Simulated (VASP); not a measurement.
A run of VASP 6.6.1:

Contents of INCAR:

```
SYSTEM = Zn
PREC = Accurate
ENCUT = 500
EDIFF = 1E-6
ISMEAR = -1
SIGMA = 0.05
LREAL = .FALSE.
LASPH = .TRUE.
NELM = 120
ALGO = Normal
ISIF = 2
LWAVE = .FALSE.
LCHARG = .TRUE.
GGA = PE
LELF = .TRUE.
LVHAR = .TRUE.
NBANDS = 12
GGA_COMPAT = .FALSE.
```

The input KPOINTS:

```
Automatic mesh
0
G
  10 10 10
  0 0 0
```

The input POSCAR:

```
Zn
1.0
    0.0000000000      1.8916648662      1.8916648662
    1.8916648662      0.0000000000      1.8916648662
    1.8916648662      1.8916648662      0.0000000000
Zn
1
Direct
    0.0000000000      0.0000000000      0.0000000000
```

Potentials or basis: VASP PAW PBE potentials, release 64 (Zn).

The run is started by

```bash
$ cat potpaw_PBE.64/Zn/POTCAR > POTCAR
$ mpirun -np 1 vasp_std > vasp.out
```

Hardware: 1 thread of Intel(R) Xeon(R) 6975P-C (Granite Rapids), with other jobs on the host.

Task: Estimate the wall time of this run.

Result: Wall time 4.9 s on 1 thread of Intel(R) Xeon(R) 6975P-C (Granite Rapids) (shared host), peak memory 0.12 GiB. Counts: scf iterations 10, k points 47.
